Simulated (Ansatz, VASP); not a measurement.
One calculation of SrO, two programs

INCAR

```
PREC     = Accurate       # precision mode
ENCUT    = 520            # plane-wave cutoff, eV
EDIFF    = 1E-8           # SCF threshold, eV
ISMEAR   = -1             # smearing method
SIGMA    = 0.03           # smearing width, eV
LREAL    = False          # projectors in reciprocal space
LASPH    = True           # aspherical terms in the spheres
NELM     = 100            # most SCF steps
ALGO     = Normal         # electronic algorithm
ISIF     = 2              # what is computed and relaxed
LWAVE    = False          # write WAVECAR
LCHARG   = False          # write CHGCAR
GGA      = PE             # functional
LEFG     = True         
NBANDS   = 15             # bands
```

File KPOINTS:

```
Automatic mesh
0
Gamma
  2 2 2
```

Contents of POSCAR:

```
SrO
1.0
    0.0000000000      2.5698000000      2.5698000000
    2.5698000000      0.0000000000      2.5698000000
    2.5698000000      2.5698000000      0.0000000000
Sr O
1 1
Direct
    0.0000000000      0.0000000000      0.0000000000
    0.5000000000      0.5000000000      0.5000000000
```

Input for Ansatz:

```yaml
crystal:
  lattice:
    - [0.0, 2.5698, 2.5698]
    - [2.5698, 0.0, 2.5698]
    - [2.5698, 2.5698, 0.0]
  atoms:
    - { symbol: Sr, position: [0.0, 0.0, 0.0] }
    - { symbol: O, position: [0.5, 0.5, 0.5] }
kpoints:
  mp_grid: { grid: [2, 2, 2] }
scf:
  occupations: { method: fermi_dirac, width: 0.03 }
hamiltonian:
  xc: pbe
  pseudopotentials: { kind: paw }
output:
  forces: true
  stress: true
  eigenvalues: true
  efg: { contact_densities: true }
```

Alike in both runs: task electric field gradients; functional PBE; k mesh 2 × 2 × 2; occupations fermi-dirac, width 0.03 eV; no spin polarisation.

|  | VASP | Ansatz |
| --- | --- | --- |
| version | VASP 6.6.1 | Ansatz 0.2.0 |
| potentials or method | VASP PAW PBE potentials, release 64 (Sr_sv, O) | PAW with Ansatz's default frozen-core files, scalar-relativistic |
| plane-wave cutoff (eV) | 520 | 420 |
| valence electrons in the cell | 16 | 16 |

|  | VASP | Ansatz | Ansatz less VASP |
| --- | --- | --- | --- |
| gap on the k mesh at the Fermi level (eV) | 3.05 | 3.11 | +0.058 |
| pressure (GPa) | 4.0 | 3.3 | -0.73 |

The k mesh is coarse, so the values compare programs but aren't converged.
